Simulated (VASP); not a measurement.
# YbI3 (Fm-3m) in VASP: single point with PBE

Aim: the single point of YbI3 with PBE.

Program: VASP 6.6.1. These are calculated values, not measurements. Logs are shortened: lines on timing, memory, paths and dates and some standing lists are left out, and cuts for length are marked.

## 1. The cell of the first run

It takes space group Fm-3m (No. 225, cubic). The conventional cell has a = 7.210 Å, b = 7.210 Å, c = 7.210 Å, α = 90.00°, β = 90.00°, γ = 90.00°. Within 4.1 Å of Yb (site symmetry m-3m) lie 14 I at 3.12 to 3.61 Å. I (site symmetry m-3m) has 8 I at 3.12 Å and 6 Yb at 3.61 Å within 4.1 Å. Within 4.1 Å of I (site symmetry -43m) lie 4 Yb at 3.12 Å and 10 I at 3.12 to 3.61 Å.

## 2. Single point, PBE, collinear spin, ferromagnetic start

The input, INCAR:

```
PREC = Accurate
ENCUT = 520
EDIFF = 1E-6
ISMEAR = -1
SIGMA = 0.05
LREAL = F
LASPH = T
NELM = 150
ALGO = Normal
ISIF = 2
LWAVE = F
LCHARG = T
ISPIN = 2
MAGMOM = 2.5 0 0 0
LORBIT = 11
LMAXMIX = 6
GGA = PE
LELF = T
LVHAR = T
NBANDS = 34
```

The input, KPOINTS:

```
regular mesh
0
Gamma
  7 7 7
```

The input, POSCAR:

```
YbI3
1.0
    0.0000000000      3.6052111500      3.6052111500
    3.6052111500      0.0000000000      3.6052111500
    3.6052111500      3.6052111500      0.0000000000
Yb I
1 3
Direct
    0.0000000000      0.0000000000      0.0000000000
    0.5000000000      0.5000000000      0.5000000000
    0.2500000000      0.2500000000      0.2500000000
    0.7500000000      0.7500000000      0.7500000000
```

Potentials or basis: VASP PAW PBE potentials, release 64 (Yb, I).

Command:

```
cat potpaw_PBE.64/Yb/POTCAR potpaw_PBE.64/I/POTCAR > POTCAR
mpirun -np 1 vasp_std > vasp.out
```

OUTCAR:

```text
PREC = Accurate
   ENCUT = 520
   EDIFF = 1E-6
   ISMEAR = -1
   LREAL = F
   LASPH = T
   NELM = 150
   ISIF = 2
   ISPIN = 2
   LORBIT = 11
   GGA = PE

 ion  position               nearest neighbor table
   1  0.000  0.000  0.000-   4 3.12   4 3.12   4 3.12   3 3.12   3 3.12   3 3.12   4 3.12   3 3.12
                             2 3.61   2 3.61   2 3.61   2 3.61   2 3.61   2 3.61
   2  0.500  0.500  0.500-   3 3.12   3 3.12   3 3.12   4 3.12   4 3.12   4 3.12   4 3.12   3 3.12
                             1 3.61   1 3.61   1 3.61   1 3.61   1 3.61   1 3.61
   3  0.250  0.250  0.250-   1 3.12   1 3.12   1 3.12   2 3.12   2 3.12   2 3.12   2 3.12   1 3.12

   4  0.750  0.750  0.750-   2 3.12   2 3.12   2 3.12   1 3.12   1 3.12   1 3.12   2 3.12   1 3.12

  LATTYP: Found a face centered cubic cell.
 ALAT       =     7.2104223000

  Lattice vectors:

 A1 = (   0.0000000000,   3.6052111500,   3.6052111500)
 A2 = (   3.6052111500,   0.0000000000,   3.6052111500)
 A3 = (   3.6052111500,   3.6052111500,   0.0000000000)

Analysis of symmetry for initial positions (statically):
=====================================================================
 Subroutine PRICEL returns:
 Original cell was already a primitive cell.

 Routine SETGRP: Setting up the symmetry group for a
 face centered cubic supercell.

 Subroutine GETGRP returns: Found 48 space group operations
 (whereof 48 operations were pure point group operations)
 out of a pool of 48 trial point group operations.

The static configuration has the point symmetry O_h .

Analysis of symmetry for dynamics (positions and initial velocities):
=====================================================================
 Subroutine PRICEL returns:
 Original cell was already a primitive cell.

 Routine SETGRP: Setting up the symmetry group for a
 face centered cubic supercell.

 Subroutine GETGRP returns: Found 48 space group operations
 (whereof 48 operations were pure point group operations)
 out of a pool of 48 trial point group operations.

The dynamic configuration has the point symmetry O_h .

Analysis of structural, dynamic, and magnetic symmetry:
=====================================================================
 Subroutine PRICEL returns:
 Original cell was already a primitive cell.

 Routine SETGRP: Setting up the symmetry group for a
 face centered cubic supercell.

 Subroutine GETGRP returns: Found 48 space group operations
 (whereof 48 operations were pure point group operations)
 out of a pool of 48 trial point group operations.

[... 128 lines left out ...]
   LEPSILON=     F    determine dielectric tensor
   LRPA    =     F    only Hartree local field effects (RPA)
 spin polarized calculation
  energy-cutoff  :      520.00
  volume of cell :       93.72
 maximum number of plane-waves:      2565
 NGX is ok and might be reduce to    40
   NGX = 19   NGY = 19   NGZ = 19

 number of electron      44.9999999 magnetization       0.0040350

 Free energy of the ion-electron system (eV)
  ---------------------------------------------------
  ext. energy  EPLUGINS =         0.00000000
  ---------------------------------------------------
  free energy    TOTEN  =        -8.37925402 eV

  energy without entropy =       -8.34517061  energy(sigma->0) =       -8.36221231

 E-fermi :   8.7430     XC(G=0): -11.0904

 val. band max:        8.7143828829   @ k =  -0.4286   0.1429   0.0000
 cond. band min:       8.8071625068   @ k =  -0.4286   0.4286   0.0000
 fundamental gap:      0.0927796240
 Fermi energy:         8.7430442498

 spin component 1

 k-point     1 :       0.0000    0.0000    0.0000
  band No.  band energies     occupation
      1     -42.7873      1.00000
      2     -15.1212      1.00000
      3     -15.1212      1.00000
      4     -15.1212      1.00000
      5      -7.2434      1.00000
      6      -3.8075      1.00000
[... 729 lines left out ...]
     33      16.8612      0.00000
     34      17.1129      0.00000
 Fermi energy:         8.7430442498

 spin component 2

 k-point     1 :       0.0000    0.0000    0.0000
  band No.  band energies     occupation
      1     -42.7859      1.00000
      2     -15.1203      1.00000
      3     -15.1203      1.00000
      4     -15.1203      1.00000
      5      -7.2431      1.00000
      6      -3.8073      1.00000
[... 729 lines left out ...]
     33      16.8614      0.00000
     34      17.1131      0.00000

------------------------ aborting loop because EDIFF is reached ----------------------------------------

  FORCE on cell =-STRESS in cart. coord.  units (eV):
  Direction    XX          YY          ZZ          XY          YZ          ZX
  --------------------------------------------------------------------------------------
  -------------------------------------------------------------------------------------
  Total       15.0129810     15.0129810     15.0129810      0.0000000     -0.0000000      0.0000000
  in kB      256.6583535    256.6583535    256.6583535      0.0000000     -0.0000000      0.0000000
  external PRESSURE =     256.6583535 kB  Pullay stress =       0.0000000 kB

 VOLUME and BASIS-vectors are now :
 -----------------------------------------------------------------------------
  energy-cutoff  :      520.00
  volume of cell :       93.72
      direct lattice vectors                 reciprocal lattice vectors
     0.000000000  3.605211150  3.605211150    -0.138688132  0.138688132  0.138688132
     3.605211150  0.000000000  3.605211150     0.138688132 -0.138688132  0.138688132
     3.605211150  3.605211150  0.000000000     0.138688132  0.138688132 -0.138688132

 POSITION                                       TOTAL-FORCE (eV/Angst)
 -----------------------------------------------------------------------------------
      0.00000      0.00000      0.00000         0.000000     -0.000000     -0.000000
      3.60521      3.60521      3.60521         0.000000     -0.000000     -0.000000
      1.80261      1.80261      1.80261        -0.000000     -0.000000     -0.000000
      5.40782      5.40782      5.40782         0.000000      0.000000      0.000000
 -----------------------------------------------------------------------------------
    total drift:                               -0.000000      0.000000      0.000000

  FREE ENERGIE OF THE ION-ELECTRON SYSTEM (eV)
  ---------------------------------------------------
  free  energy   TOTEN  =        -8.3792540171 eV

  energy  without entropy=       -8.3451706067  energy(sigma->0) =       -8.36221231

 total charge

# of ion       s       p       d       f       tot
--------------------------------------------------
    1        2.126   6.032   0.427  13.547  22.132
    2        1.553   2.771   0.079   0.000   4.404
    3        1.534   2.789   0.085   0.000   4.408
    4        1.534   2.789   0.085   0.000   4.408
--------------------------------------------------
tot          6.748  14.381   0.676  13.547  35.352

 magnetization (x)

# of ion       s       p       d       f       tot
--------------------------------------------------
    1        0.000  -0.000   0.000   0.003   0.003
    2        0.000   0.000   0.000   0.000   0.000
    3        0.000   0.000  -0.000   0.000   0.000
    4        0.000   0.000  -0.000   0.000   0.000
--------------------------------------------------
tot          0.000   0.001   0.000   0.003   0.003
```

It took 12 min on 1 thread of AMD EPYC 7R43 (Zen 3), shared host; peak memory 0.31 GiB.

What came out:

```
Free energy                                           : -8.3793 eV
Pressure                                              : 25.7 GPa
Net moment                                            : 0.00 μB per cell
Valence electrons inside the program's atomic spheres : Yb 22.13; I 4.40, 4.41 (each value once)
```

Caveat: the cell stands under pressure; spin-orbit coupling is left out, which moves the levels of the heavy elements.
